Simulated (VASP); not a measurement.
Set up this calculation in VASP 6.6.1, as the native input.

```
Task                    : density of states
Functional              : PBE
Potentials or basis     : VASP PAW PBE potentials, release 64 (Sm)
Cutoff                  : 520 eV
k mesh                  : 14 × 14 × 14
Occupations             : gaussian, width 0.05 eV
Spin                    : collinear spin, ferromagnetic start
Starting moments        : [6.69] μB
Dipole correction       : no
k mesh for the DOS      : 21 × 21 × 21
Occupations for the DOS : tetrahedron
Further INCAR settings  : ALGO = Normal; EDIFF = 1e-07; NBANDS = 18
```

Sm:

```
Sm
1.0
    -2.14158    2.14158    2.14158
     2.14158   -2.14158    2.14158
     2.14158    2.14158   -2.14158
Sm
1
Cartesian
  0.0000 0.0000 0.0000
```

The input as run:

POSCAR

```
Sm
1.0
   -2.1415828748      2.1415828748      2.1415828748
    2.1415828748     -2.1415828748      2.1415828748
    2.1415828748      2.1415828748     -2.1415828748
Sm
1
Direct
    0.0000000000      0.0000000000      0.0000000000
```

INCAR.step1

```
PREC = Accurate
ENCUT = 520
EDIFF = 1E-7
ISMEAR = 0
SIGMA = 0.05
LREAL = F
LASPH = T
NELM = 150
ALGO = Normal
ISIF = 2
LWAVE = F
LCHARG = T
ISPIN = 2
MAGMOM = 6.69
LMAXMIX = 6
GGA = PE
NBANDS = 18
```

KPOINTS.step1

```
Automatic mesh
0
Gamma
  14 14 14
```

INCAR.step2

```
PREC = Accurate
ENCUT = 520
EDIFF = 1E-7
ISMEAR = -5
SIGMA = 0.05
LREAL = F
LASPH = T
NELM = 150
ALGO = Normal
ISIF = 2
LWAVE = F
LCHARG = F
ISPIN = 2
MAGMOM = 6.69
LORBIT = 11
LMAXMIX = 6
GGA = PE
NBANDS = 18
NEDOS = 1001
ICHARG = 11
```

KPOINTS.step2

```
Automatic mesh
0
Gamma
  21 21 21
```

Potentials or basis: VASP PAW PBE potentials, release 64 (Sm).

Command:

```bash
$ cat potpaw_PBE.64/Sm/POTCAR > POTCAR
$ cp INCAR.step1 INCAR
$ cp KPOINTS.step1 KPOINTS
$ mpirun -np 1 vasp_std > vasp.out
$ cp INCAR.step2 INCAR
$ cp KPOINTS.step2 KPOINTS
$ mpirun -np 1 vasp_std > vasp.out
```

Results of the run:

The net moment is 6.50 μB per cell. The site moments are Sm +5.68 μB and the valence electrons inside the program's atomic spheres are Sm 13.62.

Caveat: the magnetic or orbital state may not be the lowest; spin-orbit coupling is left out, which moves the levels of the heavy elements.

Run time: 6.1 min on 1 thread of AMD EPYC 7R13 Processor (Zen 3), with other jobs on the host, peak memory 0.46 GiB.
